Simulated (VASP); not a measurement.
Set up this calculation in VASP 6.6.1, as the native input.

| Quantity | Value |
| --- | --- |
| Task | single point |
| Functional | PBE |
| Potentials or basis | VASP PAW PBE potentials, release 64 (Zn, S) |
| Cutoff | 520 eV |
| k mesh | 9 × 9 × 6 |
| Occupations | gaussian, width 0.02 eV |
| Spin | no spin polarisation |
| Dipole correction | no |
| Further INCAR settings | ALGO = Normal; EDIFF = 1e-07; NBANDS = 26 |

The structure of ZnS (Wurtzite-2H) lies in POSCAR:

```
ZnS
1.0
    3.7219979225      0.0000000000      0.0000000000
   -1.8609989612      3.2233447537      0.0000000000
    0.0000000000      0.0000000000      6.1249434943
Zn S
2 2
Direct
    0.3333333333      0.6666666667      0.0058835140
    0.6666666667      0.3333333333      0.5058835140
    0.3333333333      0.6666666667      0.3791164860
    0.6666666667      0.3333333333      0.8791164860
```

This cell differs from its parent crystal: volume scaled by 0.91, then relaxed in part.

One way to write it, as run:

INCAR

```
PREC     = Accurate       # precision mode
ENCUT    = 520            # plane-wave cutoff, eV
EDIFF    = 1E-7           # SCF threshold, eV
ISMEAR   = 0              # smearing method
SIGMA    = 0.02           # smearing width, eV
LREAL    = F              # projectors in reciprocal space
LASPH    = T              # aspherical terms in the spheres
NELM     = 60             # most SCF steps
ALGO     = Normal         # electronic algorithm
ISIF     = 2              # what is computed and relaxed
LWAVE    = F              # write WAVECAR
LCHARG   = F              # write CHGCAR
GGA      = PE             # functional
NBANDS   = 26             # bands
```

KPOINTS

```
Automatic mesh
0
Gamma
  9 9 6
```

Potentials or basis: VASP PAW PBE potentials, release 64 (Zn, S).

Command:

```console
$ cat potpaw_PBE.64/Zn/POTCAR potpaw_PBE.64/S/POTCAR > POTCAR
$ mpirun -np 1 vasp_std > vasp.out
```

Results of the run:

```yaml
Pressure: 8.2 GPa
Band_gap_on_the_k_mesh: 2.50 eV, direct
```

Wall time 79 s on 1 thread of Intel(R) Xeon(R) Platinum 8259CL CPU @ 2.50GHz (Skylake/Cascade Lake), with other jobs on the host, peak memory 0.23 GiB.
